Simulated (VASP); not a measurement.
# Pt (Fm-3m) in VASP: notebook

Pt is run at these levels: PBE; tasks: single point.

Program: VASP 6.6.1. These are calculated values, not measurements. Logs are shortened: lines on timing, memory, paths and dates and some standing lists are left out, and cuts for length are marked.

### 1 The cell of the first run

It takes space group Fm-3m (No. 225, cubic). Conventional cell: a = 4.073 Å, b = 4.073 Å, c = 4.073 Å, α = 90.00°, β = 90.00°, γ = 90.00°. Pt (site symmetry m-3m) has 12 Pt at 2.88 Å within 3.8 Å.

### 2 Single point, PBE, collinear spin, ferromagnetic start (volume scaled by 1.08)

The input, INCAR:

```
ALGO     = Normal         # electronic algorithm
EDIFF    = 1E-7           # SCF threshold, eV
ENCUT    = 520            # plane-wave cutoff, eV
GGA      = PE             # functional
ISIF     = 2              # what is computed and relaxed
ISMEAR   = -1             # smearing method
ISPIN    = 2              # spin polarisation
LASPH    = T              # aspherical terms in the spheres
LCHARG   = F              # write CHGCAR
LMAXMIX  = 4              # l up to which the mixer works
LORBIT   = 11             # projections on sites
LREAL    = F              # projectors in reciprocal space
LWAVE    = F              # write WAVECAR
MAGMOM   = 1              # initial moments
NBANDS   = 15             # bands
NELM     = 150            # most SCF steps
PREC     = Accurate       # precision mode
SIGMA    = 0.05           # smearing width, eV
```

The input, KPOINTS:

```
k-points
0
Gamma
  22 22 22
```

The input, POSCAR:

```
Pt
1.0
    0.0000000000      2.0364110354      2.0364110354
    2.0364110354      0.0000000000      2.0364110354
    2.0364110354      2.0364110354      0.0000000000
Pt
1
Direct
    0.0000000000      0.0000000000      0.0000000000
```

Potentials or basis: VASP PAW PBE potentials, release 64 (Pt).

The run is started by

```sh
$ cat potpaw_PBE.64/Pt/POTCAR > POTCAR
$ mpirun -np 1 vasp_std > vasp.out
```

OUTCAR:

```text
EDIFF = 1E-7
   ENCUT = 520
   GGA = PE
   ISIF = 2
   ISMEAR = -1
   ISPIN = 2
   LASPH = T
   LORBIT = 11
   LREAL = F
   NELM = 150
   PREC = Accurate

 ion  position               nearest neighbor table
   1  0.000  0.000  0.000-

  LATTYP: Found a face centered cubic cell.
 ALAT       =     4.0728220708

  Lattice vectors:

 A1 = (   0.0000000000,   2.0364110354,   2.0364110354)
 A2 = (   2.0364110354,   0.0000000000,   2.0364110354)
 A3 = (   2.0364110354,   2.0364110354,   0.0000000000)

Analysis of symmetry for initial positions (statically):
=====================================================================
 Subroutine PRICEL returns:
 Original cell was already a primitive cell.

 Routine SETGRP: Setting up the symmetry group for a
 face centered cubic supercell.

 Subroutine GETGRP returns: Found 48 space group operations
 (whereof 48 operations were pure point group operations)
 out of a pool of 48 trial point group operations.

The static configuration has the point symmetry O_h .

Analysis of symmetry for dynamics (positions and initial velocities):
=====================================================================
 Subroutine PRICEL returns:
 Original cell was already a primitive cell.

 Routine SETGRP: Setting up the symmetry group for a
 face centered cubic supercell.

 Subroutine GETGRP returns: Found 48 space group operations
 (whereof 48 operations were pure point group operations)
 out of a pool of 48 trial point group operations.

The dynamic configuration has the point symmetry O_h .

Analysis of structural, dynamic, and magnetic symmetry:
=====================================================================
 Subroutine PRICEL returns:
 Original cell was already a primitive cell.

 Routine SETGRP: Setting up the symmetry group for a
 face centered cubic supercell.

 Subroutine GETGRP returns: Found 48 space group operations
 (whereof 48 operations were pure point group operations)
 out of a pool of 48 trial point group operations.

The overall configuration has the point symmetry O_h .

 Subroutine INISYM returns: Found 48 space group operations
 (whereof 48 operations are pure point group operations),
 and found     1 'primitive' translations

----------------------------------------------------------------------------------------

                                     Primitive cell

  volume of cell :      16.8899

  direct lattice vectors                    reciprocal lattice vectors
     0.000000000  2.036411035  2.036411035    -0.245529999  0.245529999  0.245529999
     2.036411035  0.000000000  2.036411035     0.245529999 -0.245529999  0.245529999
     2.036411035  2.036411035  0.000000000     0.245529999  0.245529999 -0.245529999

  length of vectors
     2.879920105  2.879920105  2.879920105     0.425270433  0.425270433  0.425270433

  position of ions in fractional coordinates (direct lattice)
     0.000000000  0.000000000  0.000000000

  ion indices of the primitive-cell ions
   primitive index   ion index
                 1           1

----------------------------------------------------------------------------------------

 KPOINTS: k-points

Automatic generation of k-mesh.
 Grid dimensions read from file:
 generate k-points for:   22   22   22

 Generating k-lattice:

  Cartesian coordinates                     Fractional coordinates (reciprocal lattice)
    -0.011160455  0.011160455  0.011160455     0.045454545  0.000000000  0.000000000
     0.011160455 -0.011160455  0.011160455     0.000000000  0.045454545  0.000000000
     0.011160455  0.011160455 -0.011160455     0.000000000  0.000000000  0.045454545

  Length of vectors
     0.019330474  0.019330474  0.019330474

  Shift w.r.t. Gamma in fractional coordinates (k-lattice)
     0.000000000  0.000000000  0.000000000

 Subroutine IBZKPT returns following result:
 ===========================================

 Found    328 irreducible k-points:

 Following reciprocal coordinates:
            Coordinates               Weight
  0.000000  0.000000  0.000000      1.000000
  0.045455  0.000000  0.000000      8.000000
  0.090909  0.000000  0.000000      8.000000
  0.136364  0.000000  0.000000      8.000000
  0.181818  0.000000  0.000000      8.000000
  0.227273  0.000000  0.000000      8.000000
[... 16 lines left out ...]
  0.500000  0.045455  0.000000     24.000000
 -0.454545  0.045455  0.000000     24.000000
 [... further k-points ...]
   k-points           NKPTS =    328   k-points in BZ     NKDIM =    328   number of bands    NBANDS=     15
   number of dos      NEDOS =    301   number of ions     NIONS =      1
   total plane-waves  NPLWV =  13824
   dimension x,y,z NGX =    24 NGY =   24 NGZ =   24
   dimension x,y,z NGXF=    48 NGYF=   48 NGZF=   48
   ions per type =               1
   NGX,Y,Z   is equivalent  to a cutoff of  13.85, 13.85, 13.85 a.u.
   NGXF,Y,Z  is equivalent  to a cutoff of  27.71, 27.71, 27.71 a.u.
 SYSTEM =  unknown system
   PREC   = accura    normal or accurate (medium, high low for compatibility)
   ISTART =      0    job   : 0-new  1-cont  2-samecut
   ICHARG =      2    charge: 1-file 2-atom 10-const
   ISPIN  =      2    spin polarized calculation?
   LNONCOLLINEAR =      F non collinear calculations
   LSORBIT =      F    spin-orbit coupling
   LASPH  =      T    aspherical Exc in radial PAW
   ENCUT  =  520.0 eV  38.22 Ry    6.18 a.u.   5.35  5.35  5.35*2*pi/ulx,y,z
   NELM   =    150;   NELMIN=  2; NELMDL= -5     # of ELM steps
   EDIFF  = 0.1E-06   stopping-criterion for ELM
   LREAL  =      F    real-space projection
   EDIFFG = 0.1E-05   stopping-criterion for IOM
   NSW    =      0    number of steps for IOM
   IBRION =     -1    ionic relax: 0-MD 1-quasi-New 2-CG
   NFREE  =      0    steps in history (QN), initial steepest desc. (CG)
   ISIF   =      2    stress and relaxation
   ISYM   =      2    0-nonsym 1-usesym 2-fastsym
   POTIM  = 0.5000    time-step for ionic-motion
   TEBEG  =    0.0;   TEEND  =   0.0 temperature during run
   PSTRESS=    0.0 pullay stress
   NELECT =      10.0000    total number of electrons
   NUPDOWN=      -1.0000    fix difference up-down
   EMIN   =  10.00;   EMAX   =-10.00  energy-range for DOS
   EFERMI =   0.00;   METHOD = LEGACY
   ISMEAR =    -1;   SIGMA  =   0.05  broadening in eV -4-tet -1-fermi 0-gaus
   EFERMI_NEDOS =   21; number of points for ismear=-14 and -15
   IALGO  =     38    algorithm
   IMIX   =      4    mixing-type and parameters
     AMIX     =   0.40;   BMIX     =  1.00
     AMIX_MAG =   1.60;   BMIX_MAG =  1.00
  volume/ion in A,a.u.               =      16.89       113.98
  Fermi-wavevector in a.u.,A,eV,Ry     =   1.374673  2.597755 25.711280  1.889726
  Thomas-Fermi vector in A             =   2.500078
   LORBIT       =     11    0 simple, 1 ext, 2 COOP (PROOUT), +10 PAW based schemes
   GGA     = PE    functional components
   LHFCALC =     F    Hartree Fock is set to
   AEXX    =    0.0000 exact exchange contribution
   IVDW    =     0    specifies the selected vdW correction
   LEPSILON=     F    determine dielectric tensor
   LRPA    =     F    only Hartree local field effects (RPA)
 spin polarized calculation
  energy-cutoff  :      520.00
  volume of cell :       16.89
 maximum number of plane-waves:       469
 NGX is ok and might be reduce to    24
   NGX = 11   NGY = 11   NGZ = 11

 number of electron      10.0000000 magnetization      -0.0035007

 number of electron      10.0000000 magnetization       0.0001021

 Free energy of the ion-electron system (eV)
  ---------------------------------------------------
  ext. energy  EPLUGINS =         0.00000000
  ---------------------------------------------------
  free energy    TOTEN  =        -6.04019133 eV

  energy without entropy =       -6.02225561  energy(sigma->0) =       -6.03122347

 E-fermi :   9.2029     XC(G=0): -12.8177

 val. band max:        9.2017239000   @ k =   0.5000   0.1818   0.0455
 cond. band min:       9.2078427311   @ k =  -0.3636   0.3636   0.1364
 fundamental gap:      0.0061188311
 Fermi energy:         9.2029151805

 spin component 1

 k-point     1 :       0.0000    0.0000    0.0000
  band No.  band energies     occupation
      1       0.2139      1.00000
      2       6.0676      1.00000
      3       6.0676      1.00000
      4       6.0676      1.00000
      5       7.8532      1.00000
      6       7.8532      1.00000
      7      24.0983      0.00000
      8      28.4329      0.00000
      9      28.4329      0.00000
     10      28.4329      0.00000
     11      33.3811      0.00000
     12      38.9863      0.00000
     13      38.9863      0.00000
     14      38.9863      0.00000
     15      40.3648      0.00000

 k-point     2 :       0.0455    0.0000    0.0000
  band No.  band energies     occupation
      1       0.2888      1.00000
      2       6.0371      1.00000
      3       6.0961      1.00000
      4       6.0961      1.00000
      5       7.8382      1.00000
      6       7.8382      1.00000
      7      24.2047      0.00000
      8      27.9696      0.00000
      9      28.5373      0.00000
     10      28.5373      0.00000
     11      33.8505      0.00000
     12      37.8064      0.00000
     13      38.4638      0.00000
     14      38.4638      0.00000
     15      40.6182      0.00000
[... 365 lines left out ...]
      3       6.0747      1.00000
      4       8.4458      1.00000
      5       9.2352      0.34386
      6       9.9648      0.00000
      7      14.2903      0.00000
      8      23.7320      0.00000
      9      27.1898      0.00000
     10      27.2530      0.00000
     11      35.6219      0.00000
     12      35.7633      0.00000
     13      37.0934      0.00000
     14      41.5452      0.00000
     15      41.9721      0.00000

 k-point    24 :      -0.4545    0.0455    0.0000
  band No.  band energies     occupation
      1       3.0572      1.00000
      2       5.9937      1.00000
      3       6.0746      1.00000
      4       8.4024      1.00000
      5       9.1518      0.73532
      6       9.9017      0.00000
      7      14.4809      0.00000
      8      23.7566      0.00000
      9      27.0558      0.00000
     10      27.5010      0.00000
     11      35.4916      0.00000
     12      35.7153      0.00000
     13      36.9822      0.00000
     14      41.6763      0.00000
     15      41.8931      0.00000

 [... further k-points ...]

 spin component 2

 k-point     1 :       0.0000    0.0000    0.0000
  band No.  band energies     occupation
      1       0.2139      1.00000
      2       6.0676      1.00000
      3       6.0676      1.00000
      4       6.0676      1.00000
      5       7.8532      1.00000
      6       7.8532      1.00000
      7      24.0983      0.00000
      8      28.4329      0.00000
      9      28.4329      0.00000
     10      28.4329      0.00000
     11      33.3811      0.00000
     12      38.9863      0.00000
     13      38.9863      0.00000
     14      38.9863      0.00000
     15      40.3649      0.00000

 k-point     2 :       0.0455    0.0000    0.0000
  band No.  band energies     occupation
      1       0.2888      1.00000
      2       6.0372      1.00000
      3       6.0961      1.00000
      4       6.0961      1.00000
      5       7.8383      1.00000
      6       7.8383      1.00000
      7      24.2047      0.00000
      8      27.9696      0.00000
      9      28.5372      0.00000
     10      28.5372      0.00000
     11      33.8505      0.00000
     12      37.8065      0.00000
     13      38.4638      0.00000
     14      38.4638      0.00000
     15      40.6183      0.00000
[... 365 lines left out ...]
      3       6.0748      1.00000
      4       8.4458      1.00000
      5       9.2353      0.34351
      6       9.9648      0.00000
      7      14.2903      0.00000
      8      23.7320      0.00000
      9      27.1898      0.00000
     10      27.2530      0.00000
     11      35.6219      0.00000
     12      35.7633      0.00000
     13      37.0934      0.00000
     14      41.5453      0.00000
     15      41.9722      0.00000

 k-point    24 :      -0.4545    0.0455    0.0000
  band No.  band energies     occupation
      1       3.0573      1.00000
      2       5.9937      1.00000
      3       6.0747      1.00000
      4       8.4025      1.00000
      5       9.1519      0.73502
      6       9.9018      0.00000
      7      14.4810      0.00000
      8      23.7566      0.00000
      9      27.0558      0.00000
     10      27.5010      0.00000
     11      35.4916      0.00000
     12      35.7153      0.00000
     13      36.9822      0.00000
     14      41.6764      0.00000
     15      41.8932      0.00000

 [... further k-points ...]
[... 5 lines left out ...]
  --------------------------------------------------------------------------------------
  -------------------------------------------------------------------------------------
  Total       -1.6579959     -1.6579959     -1.6579959     -0.0000000      0.0000000     -0.0000000
  in kB     -157.2779034   -157.2779034   -157.2779034     -0.0000000      0.0000000     -0.0000000
  external PRESSURE =    -157.2779034 kB  Pullay stress =       0.0000000 kB

 VOLUME and BASIS-vectors are now :
 -----------------------------------------------------------------------------
  energy-cutoff  :      520.00
  volume of cell :       16.89
      direct lattice vectors                 reciprocal lattice vectors
     0.000000000  2.036411035  2.036411035    -0.245529999  0.245529999  0.245529999
     2.036411035  0.000000000  2.036411035     0.245529999 -0.245529999  0.245529999
     2.036411035  2.036411035  0.000000000     0.245529999  0.245529999 -0.245529999

 POSITION                                       TOTAL-FORCE (eV/Angst)
 -----------------------------------------------------------------------------------
      0.00000      0.00000      0.00000         0.000000      0.000000      0.000000
 -----------------------------------------------------------------------------------
    total drift:                               -0.000000      0.000000      0.000000

  FREE ENERGIE OF THE ION-ELECTRON SYSTEM (eV)
  ---------------------------------------------------
  free  energy   TOTEN  =        -6.0401913343 eV

  energy  without entropy=       -6.0222556081  energy(sigma->0) =       -6.03122347

 total charge

# of ion       s       p       d       tot
------------------------------------------
    1        0.582   0.480   7.973   9.035

 magnetization (x)

# of ion       s       p       d       tot
------------------------------------------
    1        0.000  -0.000   0.000   0.000
```

Run time: 2 min. Hardware: 1 thread of AMD EPYC 9R45 (Zen 5), shared host; peak memory 0.22 GiB.

What came out:

| Item | Value |
| --- | --- |
| Free energy | -6.0402 eV |
| Pressure | -15.7 GPa |
| Band gap on the k mesh | zero (filled and empty bands overlap) |
| Net moment | 0.00 μB per cell |
| Valence electrons inside the program's atomic spheres | Pt 9.04 |

Caveat: spin-orbit coupling is left out, which moves the levels of the heavy elements.

(Part 1 of 2 ends here.)
